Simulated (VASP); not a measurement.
# AlN (P6_3mc) in VASP: further runs

AlN is run at these levels: PBE; tasks: single point.

Everything below comes from runs of VASP 6.6.1. Logs are shortened: lines on timing, memory, paths and dates and some standing lists are left out, and cuts for length are marked.

## Step 1: The cell of the first run

Symmetry: P6_3mc, No. 186, hexagonal system. Conventional cell: a = 2.955 Å, b = 2.955 Å, c = 4.729 Å, α = 90.00°, β = 90.00°, γ = 120.00°. Within 2.4 Å of Al (site symmetry 3m) lie 4 N at 1.79 to 1.82 Å. N (site symmetry 3m) has 4 Al at 1.79 to 1.82 Å within 2.4 Å.

## Step 2: Single point, PBE (strain -0.050 along x and y, -0.050 along z)

INCAR reads:

```
SYSTEM = AlN
  PREC = Accurate
  ENCUT = 520
  EDIFF = 1E-6
  ISMEAR = 0
  SIGMA = 0.05
  LREAL = .False.
  LASPH = .True.
  NELM = 60
  ALGO = Normal
  ISIF = 2
  LWAVE = .False.
  LCHARG = .False.
  GGA = PE
  NBANDS = 16
```

KPOINTS reads:

```
Automatic mesh
0
Gamma
  9 9 6
  0 0 0
```

POSCAR reads:

```
AlN
1.0
    2.9554520440      0.0000000000      0.0000000000
   -1.4777260220      2.5594965498      0.0000000000
    0.0000000000      0.0000000000      4.7291000000
Al N
2 2
Direct
    0.3333333333      0.6666666667      0.0000000000
    0.6666666667      0.3333333333      0.5000000000
    0.3333333333      0.6666666667      0.3850000000
    0.6666666667      0.3333333333      0.8850000000
```

Potentials or basis: VASP PAW PBE potentials, release 64 (Al, N).

The run is started by

```console
$ cat potpaw_PBE.64/Al/POTCAR potpaw_PBE.64/N/POTCAR > POTCAR
$ mpirun -np 1 vasp_std > vasp.out
```

OUTCAR:

```text
SYSTEM = AlN
   PREC = Accurate
   ENCUT = 520
   EDIFF = 1E-6
   ISMEAR = 0
   LREAL = .False.
   LASPH = .True.
   NELM = 60
   ISIF = 2
   GGA = PE

 ion  position               nearest neighbor table
   1  0.333  0.667  0.000-   4 1.79   4 1.79   4 1.79   3 1.82   2 2.92   2 2.92   2 2.92   2 2.92
                             2 2.92   2 2.92
   2  0.667  0.333  0.500-   3 1.79   3 1.79   3 1.79   4 1.82   1 2.92   1 2.92   1 2.92   1 2.92
                             1 2.92   1 2.92
   3  0.333  0.667  0.385-   2 1.79   2 1.79   2 1.79   1 1.82
   4  0.667  0.333  0.885-   1 1.79   1 1.79   1 1.79   2 1.82

  LATTYP: Found a hexagonal cell.
 ALAT       =     2.9554520440
 C/A-ratio  =     1.6001274694

  Lattice vectors:

 A1 = (   2.9554520440,   0.0000000000,   0.0000000000)
 A2 = (  -1.4777260220,   2.5594965498,   0.0000000000)
 A3 = (   0.0000000000,   0.0000000000,   4.7291000000)

Analysis of symmetry for initial positions (statically):
=====================================================================
 Subroutine PRICEL returns:
 Original cell was already a primitive cell.

 Routine SETGRP: Setting up the symmetry group for a
 hexagonal supercell.

 Subroutine GETGRP returns: Found 12 space group operations
 (whereof  6 operations were pure point group operations)
 out of a pool of 24 trial point group operations.

The static configuration has the point symmetry C_3v.
 The point group associated with its full space group is C_6v.

Analysis of symmetry for dynamics (positions and initial velocities):
=====================================================================
 Subroutine PRICEL returns:
 Original cell was already a primitive cell.

 Routine SETGRP: Setting up the symmetry group for a
 hexagonal supercell.

 Subroutine GETGRP returns: Found 12 space group operations
 (whereof  6 operations were pure point group operations)
 out of a pool of 24 trial point group operations.

The dynamic configuration has the point symmetry C_3v.
 The point group associated with its full space group is C_6v.

 Subroutine INISYM returns: Found 12 space group operations
 (whereof  6 operations are pure point group operations),
 and found     1 'primitive' translations

----------------------------------------------------------------------------------------

                                     Primitive cell

  volume of cell :      35.7731

  direct lattice vectors                    reciprocal lattice vectors
     2.955452044  0.000000000  0.000000000     0.338357715  0.195350918  0.000000000
    -1.477726022  2.559496550  0.000000000     0.000000000  0.390701836  0.000000000
     0.000000000  0.000000000  4.729100000     0.000000000  0.000000000  0.211456725

  length of vectors
     2.955452044  2.955452044  4.729100000     0.390701836  0.390701836  0.211456725

  position of ions in fractional coordinates (direct lattice)
     0.333333333  0.666666667  0.000000000
     0.666666667  0.333333333  0.500000000
     0.333333333  0.666666667  0.385000000
     0.666666667  0.333333333  0.885000000

  ion indices of the primitive-cell ions
   primitive index   ion index
                 1           1
                 2           2
                 3           3
                 4           4

----------------------------------------------------------------------------------------

 KPOINTS: Automatic mesh

Automatic generation of k-mesh.
 Grid dimensions read from file:
 generate k-points for:    9    9    6

 Generating k-lattice:

  Cartesian coordinates                     Fractional coordinates (reciprocal lattice)
     0.037595302  0.021705658  0.000000000     0.111111111  0.000000000  0.000000000
     0.000000000  0.043411315  0.000000000     0.000000000  0.111111111  0.000000000
     0.000000000  0.000000000  0.035242788     0.000000000  0.000000000  0.166666667

  Length of vectors
     0.043411315  0.043411315  0.035242788

  Shift w.r.t. Gamma in fractional coordinates (k-lattice)
     0.000000000  0.000000000  0.000000000

 Subroutine IBZKPT returns following result:
 ===========================================

 Found     48 irreducible k-points:

 Following reciprocal coordinates:
            Coordinates               Weight
  0.000000  0.000000  0.000000      1.000000
  0.111111  0.000000  0.000000      6.000000
  0.222222  0.000000  0.000000      6.000000
  0.333333  0.000000  0.000000      6.000000
  0.444444  0.000000  0.000000      6.000000
  0.111111  0.111111  0.000000      6.000000
[... 16 lines left out ...]
  0.333333  0.222222  0.166667     24.000000
  0.333333  0.333333  0.166667      4.000000
 [... further k-points ...]
   k-points           NKPTS =     48   k-points in BZ     NKDIM =     48   number of bands    NBANDS=     16
   number of dos      NEDOS =    301   number of ions     NIONS =      4
   total plane-waves  NPLWV =  20736
   dimension x,y,z NGX =    24 NGY =   24 NGZ =   36
   dimension x,y,z NGXF=    48 NGYF=   48 NGZF=   72
   ions per type =               2   2
   NGX,Y,Z   is equivalent  to a cutoff of  13.50, 13.50, 12.66 a.u.
   NGXF,Y,Z  is equivalent  to a cutoff of  27.00, 27.00, 25.31 a.u.
 SYSTEM =  AlN
   PREC   = accura    normal or accurate (medium, high low for compatibility)
   ISTART =      0    job   : 0-new  1-cont  2-samecut
   ICHARG =      2    charge: 1-file 2-atom 10-const
   ISPIN  =      1    spin polarized calculation?
   LNONCOLLINEAR =      F non collinear calculations
   LSORBIT =      F    spin-orbit coupling
   LASPH  =      T    aspherical Exc in radial PAW
   ENCUT  =  520.0 eV  38.22 Ry    6.18 a.u.   5.50  5.50  8.79*2*pi/ulx,y,z
   NELM   =     60;   NELMIN=  2; NELMDL= -5     # of ELM steps
   EDIFF  = 0.1E-05   stopping-criterion for ELM
   LREAL  =      F    real-space projection
   EDIFFG = 0.1E-04   stopping-criterion for IOM
   NSW    =      0    number of steps for IOM
   IBRION =     -1    ionic relax: 0-MD 1-quasi-New 2-CG
   NFREE  =      0    steps in history (QN), initial steepest desc. (CG)
   ISIF   =      2    stress and relaxation
   ISYM   =      2    0-nonsym 1-usesym 2-fastsym
   POTIM  = 0.5000    time-step for ionic-motion
   TEBEG  =    0.0;   TEEND  =   0.0 temperature during run
   PSTRESS=    0.0 pullay stress
   NELECT =      16.0000    total number of electrons
   NUPDOWN=      -1.0000    fix difference up-down
   EMIN   =  10.00;   EMAX   =-10.00  energy-range for DOS
   EFERMI =   0.00;   METHOD = LEGACY
   ISMEAR =     0;   SIGMA  =   0.05  broadening in eV -4-tet -1-fermi 0-gaus
   EFERMI_NEDOS =   21; number of points for ismear=-14 and -15
   IALGO  =     38    algorithm
   IMIX   =      4    mixing-type and parameters
     AMIX     =   0.40;   BMIX     =  1.00
     AMIX_MAG =   1.60;   BMIX_MAG =  1.00
  volume/ion in A,a.u.               =       8.94        60.35
  Fermi-wavevector in a.u.,A,eV,Ry     =   1.251976  2.365891 21.326353  1.567443
  Thomas-Fermi vector in A             =   2.385898
   LORBIT       =      0    0 simple, 1 ext, 2 COOP (PROOUT), +10 PAW based schemes
   GGA     = PE    functional components
   LHFCALC =     F    Hartree Fock is set to
   AEXX    =    0.0000 exact exchange contribution
   IVDW    =     0    specifies the selected vdW correction
   LEPSILON=     F    determine dielectric tensor
   LRPA    =     F    only Hartree local field effects (RPA)
 non-spin polarized calculation
 Gauss-broadening in eV      SIGMA  =   0.05
  energy-cutoff  :      520.00
  volume of cell :       35.77
 maximum number of plane-waves:       990
 NGX is ok and might be reduce to    24
   NGX = 11   NGY = 11   NGZ = 17

 number of electron      16.0000003 magnetization

 Free energy of the ion-electron system (eV)
  ---------------------------------------------------
  ext. energy  EPLUGINS =         0.00000000
  ---------------------------------------------------
  free energy    TOTEN  =       -28.91405788 eV

  energy without entropy =      -28.91405788  energy(sigma->0) =      -28.91405788

 E-fermi :   8.0805     XC(G=0): -11.6039

 val. band max:        7.8015010948   @ k =   0.0000   0.0000   0.0000
 cond. band min:      12.8802536045   @ k =   0.3333   0.3333   0.0000
 fundamental gap:      5.0787525097
 Fermi energy:         8.0804616415

 k-point     1 :       0.0000    0.0000    0.0000
  band No.  band energies     occupation
      1      -8.4331      2.00000
      2      -5.7663      2.00000
      3       1.0249      2.00000
      4       6.7830      2.00000
      5       6.7830      2.00000
      6       7.4664      2.00000
[... 8 lines left out ...]
     15      22.4107      0.00000
     16      22.4107      0.00000

 k-point     2 :       0.1111    0.0000    0.0000
  band No.  band energies     occupation
      1      -8.2462      2.00000
      2      -5.6582      2.00000
      3       1.2350      2.00000
      4       6.0239      2.00000
      5       6.5587      2.00000
      6       6.8053      2.00000
[... 8 lines left out ...]
     15      22.0519      0.00000
     16      22.2475      0.00000

 k-point     3 :       0.2222    0.0000    0.0000
  band No.  band energies     occupation
      1      -7.7122      2.00000
      2      -5.3849      2.00000
      3       1.8454      2.00000
      4       4.3767      2.00000
      5       5.4792      2.00000
      6       6.1085      2.00000
[... 8 lines left out ...]
     15      21.5944      0.00000
     16      21.9611      0.00000

 k-point     4 :       0.3333    0.0000    0.0000
  band No.  band energies     occupation
      1      -6.9286      2.00000
      2      -5.1184      2.00000
      3       2.6882      2.00000
      4       2.8714      2.00000
      5       4.1660      2.00000
      6       5.6950      2.00000
[... 8 lines left out ...]
     15      21.6158      0.00000
     16      23.7492      0.00000
[... 324 lines left out ...]
 k-point    22 :       0.2222    0.2222    0.1667
  band No.  band energies     occupation
      1      -6.4238      2.00000
      2      -5.1379      2.00000
      3       2.6709      2.00000
      4       2.9119      2.00000
      5       4.3505      2.00000
      6       4.8586      2.00000
[... 8 lines left out ...]
     15      21.7287      0.00000
     16      24.4892      0.00000

 k-point    23 :       0.3333    0.2222    0.1667
  band No.  band energies     occupation
      1      -5.7600      2.00000
      2      -5.1282      2.00000
      3       2.1425      2.00000
      4       3.0137      2.00000
      5       3.8869      2.00000
      6       5.0133      2.00000
[... 8 lines left out ...]
     15      21.8933      0.00000
     16      24.5423      0.00000

 k-point    24 :       0.3333    0.3333    0.1667
  band No.  band energies     occupation
      1      -5.3226      2.00000
      2      -5.3226      2.00000
      3       2.3271      2.00000
      4       3.2548      2.00000
      5       3.2548      2.00000
      6       4.6265      2.00000
[... 8 lines left out ...]
     15      21.8186      0.00000
     16      25.0700      0.00000

 [... further k-points ...]
[... 5 lines left out ...]
  --------------------------------------------------------------------------------------
  -------------------------------------------------------------------------------------
  Total       11.0442356     11.0442356      9.4417385      0.0000000      0.0000000     -0.0000000
  in kB      494.6400544    494.6400545    422.8687449      0.0000000      0.0000000     -0.0000000
  external PRESSURE =     470.7162846 kB  Pullay stress =       0.0000000 kB

 VOLUME and BASIS-vectors are now :
 -----------------------------------------------------------------------------
  energy-cutoff  :      520.00
  volume of cell :       35.77
      direct lattice vectors                 reciprocal lattice vectors
     2.955452044  0.000000000  0.000000000     0.338357715  0.195350918  0.000000000
    -1.477726022  2.559496550  0.000000000     0.000000000  0.390701836  0.000000000
     0.000000000  0.000000000  4.729100000     0.000000000  0.000000000  0.211456725

 POSITION                                       TOTAL-FORCE (eV/Angst)
 -----------------------------------------------------------------------------------
     -0.00000      1.70633      0.00000         0.000000     -0.000000      0.187895
      1.47773      0.85317      2.36455        -0.000000     -0.000000      0.187895
     -0.00000      1.70633      1.82070         0.000000     -0.000000     -0.187895
      1.47773      0.85317      4.18525         0.000000      0.000000     -0.187895
 -----------------------------------------------------------------------------------
    total drift:                               -0.000000      0.000000     -0.000497

  FREE ENERGIE OF THE ION-ELECTRON SYSTEM (eV)
  ---------------------------------------------------
  free  energy   TOTEN  =       -28.9140578789 eV

  energy  without entropy=      -28.9140578789  energy(sigma->0) =      -28.91405788
```

Wall time 15 s (1 thread of AMD EPYC 9R45 (Zen 5), shared host); peak memory 0.13 GiB.

Results:

```
Free energy            : -28.9141 eV
Pressure               : 47.1 GPa
Largest force          : 0.188 eV/Å
Band gap on the k mesh : 5.08 eV, indirect (least direct gap 5.59 eV)
```

Forces on the atoms (eV/Å):
```
Al   0.000  0.000  0.188
Al   0.000  0.000  0.188
N    0.000  0.000 -0.188
N    0.000  0.000 -0.188
```

Stress tensor (GPa, compression positive):
```
49.46  0.00  0.00
 0.00 49.46  0.00
 0.00  0.00 42.29
```

Levels at points of the mesh, in eV from the valence-band top:
```csv
k point,band 5,band 6,band 7,band 8,band 9,band 10,band 11,band 12
"(0.00, 0.00, 0.00)",-1.02,-0.34,-0.34,0.00,5.59,8.03,11.92,12.22
"(0.00, 0.00, 0.50)",-0.69,-0.69,-0.69,-0.69,7.84,7.84,11.61,11.61
```

Caveat: the cell differs from its parent crystal (strain -0.050 along x and y, -0.050 along z). A k mesh can miss the band edges.

(Continued in part 2 of 2.)
